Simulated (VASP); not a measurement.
# MoSeS (l.A) in VASP: a series of runs

The runs below take MoSeS (l.A) through single point, with LDA.

All numbers are computed with VASP 6.6.1; they aren't measurements. Logs are shortened: lines on timing, memory, paths and dates and some standing lists are left out, and cuts for length are marked.

**1. The cell of the first run**

The cell holds a sheet with vacuum, 3 atoms: a = 3.240 Å, b = 3.240 Å, c = 17.200 Å, α = 90.00°, β = 90.00°, γ = 120.00°.

**2. Single point, LDA**

INCAR

```
  PREC = Accurate
  ENCUT = 400
  EDIFF = 1E-6
  ISMEAR = 0
  SIGMA = 0.03
  LREAL = F
  LASPH = T
  NELM = 120
  ALGO = Normal
  ISIF = 2
  LWAVE = F
  LCHARG = T
  LDIPOL = T
  IDIPOL = 3
  DIPOL = 0.5 0.5 0.499
  LELF = T
  LVHAR = T
  LVACPOTAV = T
  NBANDS = 20
  GGA_COMPAT = F
  NELMDL = -8
```

KPOINTS

```
regular mesh
0
Gamma
  12 12 1
```

POSCAR

```
MoSeS
1.0
    3.2400000000      0.0000000000      0.0000000000
   -1.6200000000      2.8059223083      0.0000000000
    0.0000000000      0.0000000000     17.2000000000
S Mo Se
1 1 1
Direct
    0.6666670000      0.3333330000      0.4069767442
    0.3333330000      0.6666670000      0.4959302326
    0.6666670000      0.3333330000      0.5930232558
```

Potentials or basis: VASP PAW LDA potentials, release 64 (S, Mo_sv, Se).

On the command line:

```bash
> cat potpaw_LDA.64/S/POTCAR potpaw_LDA.64/Mo_sv/POTCAR potpaw_LDA.64/Se/POTCAR > POTCAR
> mpirun -np 1 vasp_std > vasp.out
```

OUTCAR:

```text
PREC = Accurate
   ENCUT = 400
   EDIFF = 1E-6
   ISMEAR = 0
   LREAL = F
   LASPH = T
   NELM = 120
   ISIF = 2
   NELMDL = -8

 ion  position               nearest neighbor table
   1  0.667  0.333  0.407-   2 2.42   2 2.42   2 2.42
   2  0.333  0.667  0.496-   1 2.42   1 2.42   1 2.42   3 2.51   3 2.51   3 2.51
   3  0.667  0.333  0.593-   2 2.51   2 2.51   2 2.51

  LATTYP: Found a hexagonal cell.
 ALAT       =     3.2400000000
 C/A-ratio  =     5.3086419753

  Lattice vectors:

 A1 = (   3.2400000000,   0.0000000000,   0.0000000000)
 A2 = (  -1.6200000000,   2.8059223083,   0.0000000000)
 A3 = (   0.0000000000,   0.0000000000,  17.2000000000)

Analysis of symmetry for initial positions (statically):
=====================================================================
 Subroutine PRICEL returns:
 Original cell was already a primitive cell.

 Routine SETGRP: Setting up the symmetry group for a
 hexagonal supercell.

 Subroutine GETGRP returns: Found  6 space group operations
 (whereof  6 operations were pure point group operations)
 out of a pool of 24 trial point group operations.

The static configuration has the point symmetry C_3v.

Analysis of symmetry for dynamics (positions and initial velocities):
=====================================================================
 Subroutine PRICEL returns:
 Original cell was already a primitive cell.

 Routine SETGRP: Setting up the symmetry group for a
 hexagonal supercell.

 Subroutine GETGRP returns: Found  6 space group operations
 (whereof  6 operations were pure point group operations)
 out of a pool of 24 trial point group operations.

The dynamic configuration has the point symmetry C_3v.

 Subroutine INISYM returns: Found  6 space group operations
 (whereof  6 operations are pure point group operations),
 and found     1 'primitive' translations

----------------------------------------------------------------------------------------

                                     Primitive cell

  volume of cell :     156.3684

  direct lattice vectors                    reciprocal lattice vectors
     3.240000000  0.000000000  0.000000000     0.308641975  0.178194528  0.000000000
    -1.620000000  2.805922308  0.000000000     0.000000000  0.356389055  0.000000000
     0.000000000  0.000000000 17.200000000     0.000000000  0.000000000  0.058139535

  length of vectors
     3.240000000  3.240000000 17.200000000     0.356389055  0.356389055  0.058139535

  position of ions in fractional coordinates (direct lattice)
     0.666667000  0.333333000  0.406976744
     0.333333000  0.666667000  0.495930233
     0.666667000  0.333333000  0.593023256

  ion indices of the primitive-cell ions
   primitive index   ion index
                 1           1
                 2           2
                 3           3

----------------------------------------------------------------------------------------

 KPOINTS: regular mesh

Automatic generation of k-mesh.
 Grid dimensions read from file:
 generate k-points for:   12   12    1

 Generating k-lattice:

  Cartesian coordinates                     Fractional coordinates (reciprocal lattice)
     0.025720165  0.014849544  0.000000000     0.083333333  0.000000000  0.000000000
     0.000000000  0.029699088  0.000000000     0.000000000  0.083333333  0.000000000
     0.000000000  0.000000000  0.058139535     0.000000000  0.000000000  1.000000000

  Length of vectors
     0.029699088  0.029699088  0.058139535

  Shift w.r.t. Gamma in fractional coordinates (k-lattice)
     0.000000000  0.000000000  0.000000000

 Subroutine IBZKPT returns following result:
 ===========================================

 Found     19 irreducible k-points:

 Following reciprocal coordinates:
            Coordinates               Weight
  0.000000  0.000000  0.000000      1.000000
  0.083333  0.000000  0.000000      6.000000
  0.166667  0.000000  0.000000      6.000000
  0.250000  0.000000  0.000000      6.000000
  0.333333  0.000000  0.000000      6.000000
  0.416667  0.000000  0.000000      6.000000
[... 11 lines left out ...]
  0.333333  0.250000  0.000000     12.000000
  0.333333  0.333333  0.000000      2.000000
   k-points           NKPTS =     19   k-points in BZ     NKDIM =     19   number of bands    NBANDS=     20
   number of dos      NEDOS =    301   number of ions     NIONS =      3
   total plane-waves  NPLWV =  64512
   dimension x,y,z NGX =    24 NGY =   24 NGZ =  112
   dimension x,y,z NGXF=    48 NGYF=   48 NGZF=  224
   ions per type =               1   1   1
   NGX,Y,Z   is equivalent  to a cutoff of  12.31, 12.31, 10.83 a.u.
   NGXF,Y,Z  is equivalent  to a cutoff of  24.63, 24.63, 21.65 a.u.
 SYSTEM =  unknown system
   PREC   = accura    normal or accurate (medium, high low for compatibility)
   ISTART =      0    job   : 0-new  1-cont  2-samecut
   ICHARG =      2    charge: 1-file 2-atom 10-const
   ISPIN  =      1    spin polarized calculation?
   LNONCOLLINEAR =      F non collinear calculations
   LSORBIT =      F    spin-orbit coupling
   LASPH  =      T    aspherical Exc in radial PAW
   ENCUT  =  400.0 eV  29.40 Ry    5.42 a.u.   5.28  5.28 28.05*2*pi/ulx,y,z
   NELM   =    120;   NELMIN=  2; NELMDL= -8     # of ELM steps
   EDIFF  = 0.1E-05   stopping-criterion for ELM
   LREAL  =      F    real-space projection
   EDIFFG = 0.1E-04   stopping-criterion for IOM
   NSW    =      0    number of steps for IOM
   IBRION =     -1    ionic relax: 0-MD 1-quasi-New 2-CG
   NFREE  =      0    steps in history (QN), initial steepest desc. (CG)
   ISIF   =      2    stress and relaxation
   ISYM   =      2    0-nonsym 1-usesym 2-fastsym
   POTIM  = 0.5000    time-step for ionic-motion
   TEBEG  =    0.0;   TEEND  =   0.0 temperature during run
   PSTRESS=    0.0 pullay stress
   NELECT =      26.0000    total number of electrons
   NUPDOWN=      -1.0000    fix difference up-down
   EMIN   =  10.00;   EMAX   =-10.00  energy-range for DOS
   EFERMI =   0.00;   METHOD = LEGACY
   ISMEAR =     0;   SIGMA  =   0.03  broadening in eV -4-tet -1-fermi 0-gaus
   EFERMI_NEDOS =   21; number of points for ismear=-14 and -15
   IALGO  =     38    algorithm
   IMIX   =      4    mixing-type and parameters
     AMIX     =   0.40;   BMIX     =  1.00
     AMIX_MAG =   1.60;   BMIX_MAG =  1.00
  volume/ion in A,a.u.               =      52.12       351.74
  Fermi-wavevector in a.u.,A,eV,Ry     =   0.900222  1.701173 11.026155  0.810399
  Thomas-Fermi vector in A             =   2.023153
   LORBIT       =      0    0 simple, 1 ext, 2 COOP (PROOUT), +10 PAW based schemes
   GGA     = CA    functional components
   LHFCALC =     F    Hartree Fock is set to
   AEXX    =    0.0000 exact exchange contribution
   IVDW    =     0    specifies the selected vdW correction
   LEPSILON=     F    determine dielectric tensor
   LRPA    =     F    only Hartree local field effects (RPA)
 non-spin polarized calculation
 Gauss-broadening in eV      SIGMA  =   0.03
  energy-cutoff  :      400.00
  volume of cell :      156.37
 maximum number of plane-waves:      2861
 NGX is ok and might be reduce to    24
   NGX = 11   NGY = 11   NGZ = 57

 dipolmoment           0.000000      0.000000      0.000004 electrons x Angstroem

 number of electron      26.0000003 magnetization

 dipolmoment           0.000000      0.000000     -0.033181 electrons x Angstroem

 Free energy of the ion-electron system (eV)
  ---------------------------------------------------
  ext. energy  EPLUGINS =         0.00000000
  ---------------------------------------------------
  free energy    TOTEN  =       -23.37761079 eV

  energy without entropy =      -23.37761079  energy(sigma->0) =      -23.37761079

 E-fermi :  -1.1548     XC(G=0):  -4.6140

 val. band max:       -1.4647493866   @ k =   0.0000   0.0000   0.0000
 cond. band min:       0.1032207131   @ k =   0.3333   0.3333   0.0000
 fundamental gap:      1.5679700998
 Fermi energy:        -1.1548358790

 k-point     1 :       0.0000    0.0000    0.0000
  band No.  band energies     occupation
      1     -61.8972      2.00000
      2     -36.2540      2.00000
      3     -36.0479      2.00000
      4     -36.0478      2.00000
      5     -15.6974      2.00000
      6     -14.2841      2.00000
[... 12 lines left out ...]
     19       4.3711      0.00000
     20       4.6009      0.00000

 k-point     2 :       0.0833    0.0000    0.0000
  band No.  band energies     occupation
      1     -61.8952      2.00000
      2     -36.2496      2.00000
      3     -36.0701      2.00000
      4     -36.0531      2.00000
      5     -15.5988      2.00000
      6     -14.2362      2.00000
[... 12 lines left out ...]
     19       4.5360      0.00000
     20       4.9557      0.00000

 k-point     3 :       0.1667    0.0000    0.0000
  band No.  band energies     occupation
      1     -61.8895      2.00000
      2     -36.2376      2.00000
      3     -36.1297      2.00000
      4     -36.0667      2.00000
      5     -15.3174      2.00000
      6     -14.1001      2.00000
[... 12 lines left out ...]
     19       4.9202      0.00000
     20       5.5755      0.00000

 k-point     4 :       0.2500    0.0000    0.0000
  band No.  band energies     occupation
      1     -61.8818      2.00000
      2     -36.2210      2.00000
      3     -36.2098      2.00000
      4     -36.0853      2.00000
      5     -14.8985      2.00000
      6     -13.8988      2.00000
[... 314 lines left out ...]
 k-point    18 :       0.3333    0.2500    0.0000
  band No.  band energies     occupation
      1     -61.8635      2.00000
      2     -36.3128      2.00000
      3     -36.2142      2.00000
      4     -36.1819      2.00000
      5     -13.6997      2.00000
      6     -13.2816      2.00000
[... 12 lines left out ...]
     19       6.4184      0.00000
     20       7.5181      0.00000

 k-point    19 :       0.3333    0.3333    0.0000
  band No.  band energies     occupation
      1     -61.8625      2.00000
      2     -36.2894      2.00000
      3     -36.2507      2.00000
      4     -36.1795      2.00000
      5     -13.6256      2.00000
      6     -13.2342      2.00000
[... 12 lines left out ...]
     19       5.7046      0.00000
     20       7.8581      0.00000

------------------------ aborting loop because EDIFF is reached ----------------------------------------

  FORCE on cell =-STRESS in cart. coord.  units (eV):
  Direction    XX          YY          ZZ          XY          YZ          ZX
  --------------------------------------------------------------------------------------
  -------------------------------------------------------------------------------------
  Total       -1.8832820     -1.8832820     -0.8610379     -0.0000000      0.0000000      0.0000000
  in kB      -19.2964239    -19.2964239     -8.8223387     -0.0000000      0.0000000      0.0000000
  external PRESSURE =     -15.8050622 kB  Pullay stress =       0.0000000 kB

 VOLUME and BASIS-vectors are now :
 -----------------------------------------------------------------------------
  energy-cutoff  :      400.00
  volume of cell :      156.37
      direct lattice vectors                 reciprocal lattice vectors
     3.240000000  0.000000000  0.000000000     0.308641975  0.178194528  0.000000000
    -1.620000000  2.805922308  0.000000000     0.000000000  0.356389055  0.000000000
     0.000000000  0.000000000 17.200000000     0.000000000  0.000000000  0.058139535

 POSITION                                       TOTAL-FORCE (eV/Angst)
 -----------------------------------------------------------------------------------
      1.62000      0.93531      7.00000         0.000000     -0.000000      0.495912
     -0.00000      1.87062      8.53000        -0.000000      0.000000     -0.491509
      1.62000      0.93531     10.20000        -0.000000     -0.000000     -0.004404
 -----------------------------------------------------------------------------------
    total drift:                                0.001608     -0.000928     -0.000516

  FREE ENERGIE OF THE ION-ELECTRON SYSTEM (eV)
  ---------------------------------------------------
  free  energy   TOTEN  =       -23.3776107906 eV

  energy  without entropy=      -23.3776107906  energy(sigma->0) =      -23.37761079

 vacuum level on the upper side and lower side of the slab         4.132         4.793
```

Run time: 29 s. Hardware: 1 thread of Intel Xeon 6975P-C (Granite Rapids), shared host; peak memory 0.22 GiB.

What came out:

- Free energy: -23.3776 eV
- Largest force: 0.496 eV/Å
- Band gap on the k mesh: 1.57 eV, indirect (least direct gap 1.58 eV)

Forces on the atoms (eV/Å):
```
S    0.000  0.000  0.496
Mo   0.000  0.000 -0.492
Se   0.000  0.000 -0.004
```

**3. Single point, LDA**

This run uses another cell than the first one, of 88.23 Å³/atom, 1.693 times its volume.

INCAR

```
SYSTEM = MoSeS
  ALGO = Normal
  DIPOL = 0.5 0.5 0.284
  EDIFF = 1E-6
  ENCUT = 400
  GGA_COMPAT = .FALSE.
  IDIPOL = 3
  ISIF = 2
  ISMEAR = 0
  LASPH = .TRUE.
  LCHARG = .FALSE.
  LDIPOL = .TRUE.
  LREAL = .FALSE.
  LWAVE = .FALSE.
  NBANDS = 20
  NELM = 120
  NELMDL = -8
  PREC = Accurate
  SIGMA = 0.03
```

KPOINTS

```
k-points
0
G
  12 12 1
  0 0 0
```

POSCAR

```
MoSeS
1.0
    3.1813228856      0.0000000000      0.0000000000
   -1.5906614428      2.7551064366      0.0000000000
    0.0000000000      0.0000000000     30.1999999990
S Mo Se
1 1 1
Direct
    0.6666666667      0.3333333333      0.2318149729
    0.3333333333      0.6666666667      0.2821044611
    0.6666666667      0.3333333333      0.3380673210
```

Potentials or basis: VASP PAW LDA potentials, release 64 (S, Mo_sv, Se).

On the command line:

```bash
> cat potpaw_LDA.64/S/POTCAR potpaw_LDA.64/Mo_sv/POTCAR potpaw_LDA.64/Se/POTCAR > POTCAR
> mpirun -np 1 vasp_std > vasp.out
```

Wall time 58 s (1 thread of Intel Xeon 6975P-C (Granite Rapids), shared host); peak memory 0.29 GiB.

The run converged. Its results:

```yaml
Free_energy: -23.4122 eV
Largest_force: 0.081 eV/Å
Band_gap_on_the_k_mesh: 1.76 eV, direct
```

Forces in eV/Å, atoms in the order of the input:
```
S    0.000  0.000 -0.021
Mo   0.000  0.000 -0.060
Se   0.000  0.000  0.081
```

Levels at points of the mesh, in eV from the valence-band top:
| k point | band 10 | band 11 | band 12 | band 13 | band 14 | band 15 | band 16 | band 17 |
| --- | --- | --- | --- | --- | --- | --- | --- | --- |
| (0.00, 0.00, 0.00) | -2.02 | -1.15 | -1.15 | -0.10 | 3.03 | 3.03 | 3.41 | 3.41 |
| (0.50, 0.00, 0.00) | -3.03 | -1.92 | -0.62 | -0.61 | 2.31 | 2.71 | 3.84 | 4.46 |
